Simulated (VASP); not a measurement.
Wanted: the native input for a VASP 6.6.1 run.

- Task: single point
- Functional: LDA
- Potentials or basis: VASP PAW LDA potentials, release 64 (C)
- Cutoff: 520 eV
- k mesh: 21 × 21 × 1
- Occupations: gaussian, width 0.1 eV
- Spin: no spin polarisation
- Dipole correction: yes
- Further INCAR settings: ALGO = Normal; EDIFF = 1e-06; NBANDS = 11; NELMDL = -8

The structure of C lies in POSCAR:

```
C
1.0
    2.2630000000      0.0000000000      0.0000000000
   -1.1315000000      1.9598154888      0.0000000000
    0.0000000000      0.0000000000     28.0000000000
C
2
Direct
    0.3333333333      0.6666666667      0.5051071429
    0.6666666667      0.3333333333      0.4948928571
```

The input as run:

INCAR

```
ALGO     = Normal         # electronic algorithm
DIPOL    = 0.5 0.5 0.500
EDIFF    = 1E-6           # SCF threshold, eV
ENCUT    = 520            # plane-wave cutoff, eV
GGA_COMPAT= False        
IDIPOL   = 3            
ISIF     = 2              # what is computed and relaxed
ISMEAR   = 0              # smearing method
LASPH    = True           # aspherical terms in the spheres
LCHARG   = True           # write CHGCAR
LDIPOL   = True         
LELF     = True           # ELF
LREAL    = False          # projectors in reciprocal space
LVACPOTAV= True         
LVHAR    = True         
LWAVE    = False          # write WAVECAR
NBANDS   = 11             # bands
NELM     = 120            # most SCF steps
NELMDL   = -8           
PREC     = Accurate       # precision mode
SIGMA    = 0.1            # smearing width, eV
```

KPOINTS

```
k-points
0
Gamma
  21 21 1
```

Potentials or basis: VASP PAW LDA potentials, release 64 (C).

Command:

```bash
$ cat potpaw_LDA.64/C/POTCAR > POTCAR
$ mpirun -np 1 vasp_std > vasp.out
```

Results of the run:

* Largest force: 4.588 eV/Å
* Band gap on the k mesh: zero (filled and empty bands touch)

Wall time 2.6 min on 1 thread of Intel Xeon 8259CL, with other jobs on the host, peak memory 0.21 GiB.
